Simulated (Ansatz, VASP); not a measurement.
**Two plane-wave programs on CoSi2**

File INCAR:

```
PREC = Accurate ; ENCUT = 600
EDIFF = 1E-6 ; ISMEAR = -1
SIGMA = 0.1 ; LREAL = False
LASPH = True ; NELM = 120
ALGO = Normal ; ISIF = 2
LWAVE = False ; LCHARG = False
GGA = PS ; NBANDS = 16
GGA_COMPAT = False
```

Contents of KPOINTS:

```
regular mesh
0
Gamma
  11 11 11
```

File POSCAR:

```
CoSi2
1.0
    0.0000000000      2.6020020115      2.6020020115
    2.6020020115      0.0000000000      2.6020020115
    2.6020020115      2.6020020115      0.0000000000
Co Si
1 2
Direct
    0.0000000000      0.0000000000      0.0000000000
    0.2500000000      0.2500000000      0.2500000000
    0.7500000000      0.7500000000      0.7500000000
```

Input for Ansatz:

```yaml
crystal:
  lattice:
    - [0.0, 2.6020020115, 2.6020020115]
    - [2.6020020115, 0.0, 2.6020020115]
    - [2.6020020115, 2.6020020115, 0.0]
  atoms:
    - { symbol: Co, position: [0.0, 0.0, 0.0] }
    - { symbol: Si, position: [0.25, 0.25, 0.25] }
    - { symbol: Si, position: [0.75, 0.75, 0.75] }
kpoints:
  mp_grid: { grid: [11, 11, 11] }
scf:
  occupations: { method: fermi_dirac, width: 0.1 }
hamiltonian:
  xc: pbesol
  pseudopotentials: { kind: paw }
output:
  forces: true
  stress: true
  eigenvalues: true
  populations: true
  write_density: true
  write_potential: true
  elf: true
  volumetric_format: npy
```

Change from the starting cell: volume scaled by 0.94, PAW files.

Alike in both runs: task single point; functional PBEsol; k mesh 11 × 11 × 11; occupations fermi-dirac, width 0.1 eV; no spin polarisation.

```csv
,VASP,Ansatz
version,VASP 6.6.1,Ansatz 0.2.0
potentials or method,"VASP PAW PBE potentials, release 64 (Co, Si)","PAW with Ansatz's default frozen-core files, scalar-relativistic"
plane-wave cutoff (eV),600,420
valence electrons in the cell,17,25
```

```tsv
	VASP	Ansatz	Ansatz less VASP
pressure (GPa)	13.9	13.8	-0.10
```

VASP's potentials were made for PBE, not for PBEsol. VASP's potentials hold 17 valence electrons a cell and Ansatz's 25, so a difference there can come from the potentials and not from the codes.
